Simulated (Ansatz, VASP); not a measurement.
**One calculation of NaH, two programs**

```xyz
2
Lattice="2.8960 0.0000 0.0000 0.0000 3.0142 0.0000 0.0000 0.0000 2.9551" Properties=species:S:1:pos:R:3 pbc="T T T"
Na    0.0000    0.0000    0.0000
H     1.4480    1.5071    1.4776
```

Change from the starting cell: strain -0.0200 x Voigt [1, -1, 0, 0, 0, 0], atoms carried along.

Alike in both runs: task single point; functional PBEsol; k mesh 10 × 10 × 10; occupations gaussian, width 0.05 eV; no spin polarisation.

|  | VASP | Ansatz |
| --- | --- | --- |
| version | VASP 6.6.1 | Ansatz 0.2.0 |
| potentials or method | VASP PAW PBE potentials, release 64 (Na_pv, H), cutoff 500 eV | scalar-relativistic, plane waves, PAW |
| valence electrons in the cell | 8 | 10 |

|  | VASP | Ansatz | Ansatz less VASP |
| --- | --- | --- | --- |
| gap on the k mesh at the Fermi level (eV) | 0.61 | 0.61 | +0.003 |
| least direct gap on the mesh (eV) | 4.25 | 4.26 | +0.005 |
| pressure (GPa) | -0.5 | -0.4 | +0.07 |
| traceless stress, the component that is largest in VASP (GPa) | 2.25 | 2.24 | -0.007 |

VASP's potentials were made for PBE, not for PBEsol. VASP's potentials hold 8 valence electrons a cell and Ansatz's 10, so a difference there can come from the potentials and not from the codes.
